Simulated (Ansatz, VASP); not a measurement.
**Two plane-wave programs on O**

```
CELL_PARAMETERS angstrom
0.00000 2.15101 3.21106
1.50883 0.00000 3.21106
1.50883 2.15101 0.00000
ATOMIC_POSITIONS crystal
O 0.08710 0.08710 0.91290
O 0.91290 0.91290 0.08710
```

Change from the starting cell: z stretched by -4 % at fixed volume, PAW files.

Alike in both runs: task electric field gradients; functional PBE; k mesh 12 × 12 × 12; occupations fermi-dirac, width 0.01 eV; no spin polarisation.

|  | VASP | Ansatz |
| --- | --- | --- |
| version | VASP 6.6.1 | Ansatz 0.2.0 |
| potentials or method | VASP PAW PBE potentials, release 64 (O) | PAW with Ansatz's default frozen-core files, scalar-relativistic |
| plane-wave cutoff (eV) | 520 | 420 |
| valence electrons in the cell | 12 | 12 |

|  | VASP | Ansatz | Ansatz less VASP |
| --- | --- | --- | --- |
| rms of the force components (eV/Å) | 6.981 | 5.240 | -1.7412 |
| size of Vzz on the site where it differs most (V/Å²) | 98.1 | 98.1 | -0.02 |

Atom by atom the forces differ by 1.741 eV/Å (rms over components). With one functional, cell and mesh, what is left measures potentials, basis and numerics.

Noted on VASP's run: the standard files for N, O and F lose accuracy on very short bonds; spin is off for a triplet molecule.
